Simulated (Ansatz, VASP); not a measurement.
## Mg2Zn3O5: VASP beside Ansatz

```
Mg Zn O
1.0
     1.63352    0.94311   13.33760
    -1.63352    0.94311   13.33760
     0.00000   -1.88622   13.33760
Mg Zn O
2 3 5
Direct
  0.20000 0.20000 0.20000
  0.80000 0.80000 0.80000
  0.00000 0.00000 0.00000
  0.60000 0.60000 0.60000
  0.40000 0.40000 0.40000
  0.30000 0.30000 0.30000
  0.90000 0.90000 0.90000
  0.50000 0.50000 0.50000
  0.10000 0.10000 0.10000
  0.70000 0.70000 0.70000
```

Alike in both runs: task single point; functional PBE; k mesh 6 × 6 × 6; occupations gaussian, width 0.1 eV; no spin polarisation.

|  | VASP | Ansatz |
| --- | --- | --- |
| version | VASP 6.6.1 | Ansatz 0.2.0 |
| potentials or method | VASP PAW PBE potentials, release 64 (Mg, Zn, O), cutoff 520 eV | scalar-relativistic, plane waves, PAW |
| valence electrons in the cell | 70 | 86 |

Ansatz gave:

* gap on the k mesh at the Fermi level (eV): 0.71
* least direct gap on the mesh (eV): 0.71
* pressure (GPa): -21.3
* traceless stress, the component that is largest in VASP (GPa): -0.38
* rms of the force components (eV/Å): 0.096

Task: What did VASP give for the same quantities?

Result: gap on the k mesh at the Fermi level (eV): 0.69; least direct gap on the mesh (eV): 0.69; pressure (GPa): -21.3; traceless stress, the component that is largest in VASP (GPa): -0.38; rms of the force components (eV/Å): 0.105.

Atom by atom the forces differ by 0.011 eV/Å (rms over components). The functional is the same, so the differences come from potentials, cutoffs and numerics. VASP's potentials hold 70 valence electrons a cell and Ansatz's 86, so a difference there can come from the potentials and not from the codes.
